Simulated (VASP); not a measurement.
A run of VASP 6.6.1 is set up as follows.

File INCAR:

```
PREC = Accurate ; ENCUT = 1340
EDIFF = 1E-6 ; ISMEAR = 0
SIGMA = 0.1 ; LREAL = False
LASPH = True ; NELM = 120
ALGO = Normal ; ISIF = 2
LWAVE = False ; LCHARG = False
GGA = PE ; NBANDS = 24
GGA_COMPAT = False
```

KPOINTS

```
Automatic mesh
0
Gamma
  6 6 4
```

Contents of POSCAR:

```
SrO
1.0
    3.9412472974      0.0000000000      0.0000000000
   -1.9706236487      3.4132202822      0.0000000000
    0.0000000000      0.0000000000      7.2577164436
Sr O
2 2
Direct
    0.0000000000      0.0000000000      0.8064860410
    0.0000000000      0.0000000000      0.1935139590
    0.3333333333      0.6666666667      0.0000000000
    0.6666666667      0.3333333333      0.0000000000
```

Potentials or basis: VASP PAW PBE potentials, release 64 (Sr_sv, O_h).

Command:

```bash
$ cat potpaw_PBE.64/Sr_sv/POTCAR potpaw_PBE.64/O_h/POTCAR > POTCAR
$ mpirun -np 1 vasp_std > vasp.out
```

Task: Estimate the band gap on the k mesh.

Result: Zero (bands 16 and 17 overlap by 1.77 eV).

Task: Predict the pressure.

Result: 0.2 GPa.

Task: Estimate the largest force.

Result: 0.061 eV/Å.

Stress tensor (GPa, compression positive):
```
0.25 0.00 0.00
0.00 0.25 0.00
0.00 0.00 0.02
```
